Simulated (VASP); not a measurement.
Here is a VASP 6.6.1 calculation.

Contents of INCAR:

```
ALGO     = Normal         # electronic algorithm
EDIFF    = 1E-8           # SCF threshold, eV
ENCUT    = 520            # plane-wave cutoff, eV
IBRION   = 6              # ionic algorithm
ISIF     = 2              # what is computed and relaxed
ISMEAR   = 0              # smearing method
LASPH    = True           # aspherical terms in the spheres
LCHARG   = True           # write CHGCAR
LMIXTAU  = True         
LREAL    = False          # projectors in reciprocal space
LWAVE    = False          # write WAVECAR
METAGGA  = R2SCAN         # meta-GGA
NBANDS   = 21             # bands
NELM     = 80             # most SCF steps
NFREE    = 2            
NSW      = 1              # ionic steps
POTIM    = 0.015          # step
PREC     = Accurate       # precision mode
SIGMA    = 0.01           # smearing width, eV
```

Contents of KPOINTS:

```
k-points
0
Gamma
  12 12 12
```

The input POSCAR:

```
Ge
1.0
    2.7908079235      2.7908079235      0.0000000000
   -2.7908079235      2.7908079235      0.0000000000
    0.0000000000      2.7908079235      2.7908079235
Ge
2
Direct
    0.5000000000      0.5000000000      0.0000000000
    0.7500000000      0.2500000000      0.5000000000
```

Potentials or basis: VASP PAW PBE potentials, release 64 (Ge_d).

Command:

```console
$ cat potpaw_PBE.64/Ge_d/POTCAR > POTCAR
$ mpirun -np 1 vasp_std > vasp.out
```

Task: Predict the highest phonon frequency at Γ.

Result: 313 cm⁻¹.

Phonon frequencies in cm⁻¹ (negative: imaginary):
```csv
q point,frequencies
"(0.000, 0.000, 0.000)",0 0 0 313 313 313
```

Caveat: the cell stands under pressure or tension, which shifts response properties.
